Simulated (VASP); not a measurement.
KMgF3, 5 atoms in the cell. It takes space group Pm-3m (No. 221, cubic). Conventional cell: a = 3.986 Å, b = 3.986 Å, c = 3.986 Å, α = 90.00°, β = 90.00°, γ = 90.00°. Within 3.7 Å of K (site symmetry m-3m) lie 12 F at 2.82 Å and 8 Mg at 3.45 Å. Mg (site symmetry m-3m) has 6 F at 1.99 Å within 2.6 Å. F (site symmetry 4/mmm) has 2 Mg at 1.99 Å within 2.6 Å. 

| Item | Value |
| --- | --- |
| Program | VASP 6.6.1 |
| Task | relaxation of cell and atoms |
| Functional | PBEsol |
| Potentials or basis | VASP PAW PBE potentials, release 64 (K_sv, Mg, F) |
| Cutoff | 600 eV |
| k mesh | 7 × 7 × 7 |
| Occupations | fermi-dirac, width 0.05 eV |
| Spin | no spin polarisation |
| Dipole correction | no |
| Further INCAR settings | ALGO = Normal; EDIFF = 1e-06; IBRION = 2; EDIFFG = -0.01; NSW = 60; ISIF = 3 |

Potentials or basis: VASP PAW PBE potentials, release 64 (K_sv, Mg, F).

Command:

```bash
$ cat potpaw_PBE.64/K_sv/POTCAR potpaw_PBE.64/Mg/POTCAR potpaw_PBE.64/F/POTCAR > POTCAR
$ mpirun -np 1 vasp_std > vasp.out
```

Hardware: 1 thread of Intel(R) Xeon(R) 6975P-C (Granite Rapids), on a shared host.

Task: How long does it take, and how much memory?

Result: Wall time 14 s on 1 thread of Intel(R) Xeon(R) 6975P-C (Granite Rapids) (shared host), peak memory 0.2 GiB. Counts: scf iterations 19, k points 20, ion steps 2.
